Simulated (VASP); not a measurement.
A run of VASP 6.6.1 is set up as follows.

Contents of INCAR:

```
PREC = Accurate
ENCUT = 520
EDIFF = 1E-6
ISMEAR = 0
SIGMA = 0.05
LREAL = False
LASPH = True
NELM = 80
ALGO = Normal
ISIF = 2
LWAVE = False
LCHARG = False
GGA = PE
NBANDS = 31
```

Contents of KPOINTS:

```
regular mesh
0
Gamma
  6 6 8
```

The input POSCAR:

```
HfO2
1.0
    4.8407009752      0.0000000000      0.0000000000
    0.0000000000      4.8407009752      0.0000000000
    0.0000000000      0.0000000000      3.2110151318
Hf O
2 4
Direct
    0.0000000000      0.0000000000     -0.0209086807
    0.5000000000      0.5000000000      0.5209086807
    0.1948161092      0.8051838908      0.4932900522
    0.3051838908      0.3051838908      0.0067099478
    0.6948161092      0.6948161092      0.0067099478
    0.8051838908      0.1948161092      0.4932900522
```

Potentials or basis: VASP PAW PBE potentials, release 64 (Hf_pv, O).

Command:

```console
$ cat potpaw_PBE.64/Hf_pv/POTCAR potpaw_PBE.64/O/POTCAR > POTCAR
$ mpirun -np 1 vasp_std > vasp.out
```

(1) Predict the largest force.

(2) Estimate the pressure.

(3) Estimate the band gap on the k mesh.

Answers

(1) 0.437 eV/Å.

(2) 2.9 GPa.

(3) 3.97 eV, direct.

Caveat: spin-orbit coupling is left out, which moves the levels of the heavy elements.
